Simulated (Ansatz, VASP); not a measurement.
# Two plane-wave programs on MgF2

```
Mg F
1.0
     4.59487    0.00000    0.00000
     0.00000    4.59487    0.00000
     0.00000    0.00000    3.02889
Mg F
2 4
Direct
  0.00000 0.00000 0.00000
  0.50000 0.50000 0.50000
  0.30294 0.30294 0.00000
  0.19706 0.80294 0.50000
  0.69706 0.69706 0.00000
  0.80294 0.19706 0.50000
```

Alike in both runs: task relaxation of the atoms; functional r2SCAN; k mesh 6 × 6 × 10; occupations fermi-dirac, width 0.02 eV; no spin polarisation.

```csv
,VASP,Ansatz
version,VASP 6.6.1,Ansatz 0.2.0
potentials or method,"VASP PAW PBE potentials, release 64 (Mg, F), cutoff 580 eV",PAW plane waves
valence electrons in the cell,32,48
```

Ansatz gave:

* gap on the k mesh at the Fermi level, each at its own relaxed structure (eV): 8.20

Problem. Estimate VASP's values.

Solution. gap on the k mesh at the Fermi level, each at its own relaxed structure (eV): 8.15.

VASP's potentials were made for PBE, not for r2SCAN. VASP's potentials hold 32 valence electrons a cell and Ansatz's 48, so a difference there can come from the potentials and not from the codes. Ansatz's warnings: stress scf threshold loose.
